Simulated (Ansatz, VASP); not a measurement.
# Two plane-wave programs on Sn3GeSe

```
Sn Ge Se
1.0
     3.30873    1.91030    4.43319
    -3.30873    1.91030    4.43319
     0.00000   -3.82060    4.43319
Sn Ge Se
3 1 1
Direct
  0.48846 0.95539 0.48846
  0.48846 0.48846 0.95539
  0.95539 0.48846 0.48846
  0.16491 0.16491 0.16491
  0.46482 0.46482 0.46482
```

Change from the starting cell: species swapped into the CsGeI3 type (R3m, No. 160).

Alike in both runs: functional PBE; k mesh 3 × 3 × 3; occupations gaussian, width 0.1 eV; no spin polarisation.

Ansatz relaxed the structure, and its values are those at the end. VASP's run is a single point on that final structure, the one shown.

```csv
,VASP,Ansatz
version,VASP 6.6.1,Ansatz 0.2.0
potentials or method,"VASP PAW PBE potentials, release 64 (Sn_d, Ge_d, Se), cutoff 520 eV","scalar-relativistic, plane waves, PAW"
valence electrons in the cell,62,72
```

|  | VASP | Ansatz | Ansatz less VASP |
| --- | --- | --- | --- |
| gap on the k mesh at the Fermi level (eV) | 0.16 | 0.16 | +0.001 |
| least direct gap on the mesh (eV) | 0.16 | 0.16 | +0.001 |
| pressure (GPa) | 0.1 | 0.1 | +0.02 |
| rms of the force components (eV/Å) | 0.010 | 0.008 | -0.0017 |

VASP's potentials hold 62 valence electrons a cell and Ansatz's 72, so a difference there can come from the potentials and not from the codes.
